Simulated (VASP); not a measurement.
Input of a VASP 6.6.1 run:

Contents of INCAR:

```
ALGO     = Fast           # electronic algorithm
EDIFF    = 1E-7           # SCF threshold, eV
ENCUT    = 520            # plane-wave cutoff, eV
GGA      = PE             # functional
ISIF     = 2              # what is computed and relaxed
ISMEAR   = 0              # smearing method
LASPH    = T              # aspherical terms in the spheres
LCHARG   = F              # write CHGCAR
LREAL    = F              # projectors in reciprocal space
LWAVE    = F              # write WAVECAR
NBANDS   = 22             # bands
NELM     = 80             # most SCF steps
PREC     = Accurate       # precision mode
SIGMA    = 0.15           # smearing width, eV
```

KPOINTS

```
k-points
0
Gamma
  21 21 12
```

POSCAR

```
Rh
1.0
    2.6437074070      0.0000000000      0.0000000000
   -1.3218537035      2.2895177746      0.0000000000
    0.0000000000      0.0000000000      4.5188890708
Rh
2
Direct
    0.6666666667      0.3333333333      0.7500000000
    0.3333333333      0.6666666667      0.2500000000
```

Potentials or basis: VASP PAW PBE potentials, release 64 (Rh_pv).

Command:

```console
$ cat potpaw_PBE.64/Rh_pv/POTCAR > POTCAR
$ mpirun -np 1 vasp_std > vasp.out
```

**Question.** Estimate the band gap on the k mesh.

**Answer.** Zero (bands 15 and 16 overlap by 2.51 eV).

**Question.** Estimate the pressure.

**Answer.** 9.3 GPa.

Stress tensor (GPa, compression positive):
```
14.84  0.00  0.00
 0.00 14.84  0.00
 0.00  0.00 -1.78
```

Caveat: the cell stands under pressure.
